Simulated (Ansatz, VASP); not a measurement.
## Two plane-wave programs on SiN

File INCAR:

```
PREC = Accurate
ENCUT = 600
EDIFF = 1E-6
ISMEAR = 0
SIGMA = 0.1
LREAL = False
LASPH = True
NELM = 100
ALGO = Normal
ISIF = 3
LWAVE = False
LCHARG = False
GGA = PE
IBRION = 2
NSW = 80
EDIFFG = -0.01
```

The input KPOINTS:

```
Automatic mesh
0
Gamma
  18 18 8
```

Contents of POSCAR:

```
SiN
1.0
    2.8336637505      0.0000000000      0.0000000000
   -1.4168318752      2.4540247937      0.0000000000
    0.0000000000      0.0000000000      5.7093892400
Si N
2 2
Direct
    0.3333333333      0.6666666667      0.5153022762
    0.6666666667      0.3333333333      1.0153022762
    0.3333333333      0.6666666667      0.8596977238
    0.6666666667      0.3333333333      0.3596977238
```

Input for Ansatz:

```yaml
crystal:
  lattice:
    - [2.8336637505, 0.0, 0.0]
    - [-1.4168318752, 2.4540247937, 0.0]
    - [0.0, 0.0, 5.70938924]
  atoms:
    - { symbol: Si, position: [0.3333333333, 0.6666666667, 0.5153022762] }
    - { symbol: Si, position: [0.6666666667, 0.3333333333, 1.0153022762] }
    - { symbol: "N", position: [0.3333333333, 0.6666666667, 0.8596977238] }
    - { symbol: "N", position: [0.6666666667, 0.3333333333, 0.3596977238] }
basis:
  ecutwfc: 420
kpoints:
  mp_grid: { grid: [18, 18, 8] }
hamiltonian:
  xc: pbe
scf:
  occupations: { method: gaussian, width: 0.1 }
output:
  forces: true
  stress: true
  eigenvalues: true
relax:
  adjacent_minimum: "off"
  f_tol: 0.01
  max_steps: 60
  cell: { stress_tol: 0.1 }
```

Alike in both runs: task relaxation of cell and atoms; functional PBE; k mesh 18 × 18 × 8; occupations gaussian, width 0.1 eV; no spin polarisation.

|  | VASP | Ansatz |
| --- | --- | --- |
| version | VASP 6.6.1 | Ansatz 0.2.0 |
| potentials or method | VASP PAW PBE potentials, release 64 (Si, N), cutoff 600 eV | scalar-relativistic, plane waves, PAW |
| valence electrons in the cell | 18 | 18 |

Ansatz gave:

```
gap on the k mesh at the Fermi level, each at its own relaxed structure (eV) : none
relaxed volume (Å³/atom)                                                     : 9.90
relaxed cell length with the largest relative difference (Å)                 : 5.681
```

Problem. What did VASP give for the same quantities?

Solution. gap on the k mesh at the Fermi level, each at its own relaxed structure (eV): none; relaxed volume (Å³/atom): 9.88; relaxed cell length with the largest relative difference (Å): 5.673.

A gap of «none» marks a metal or a gap that the smearing closes.
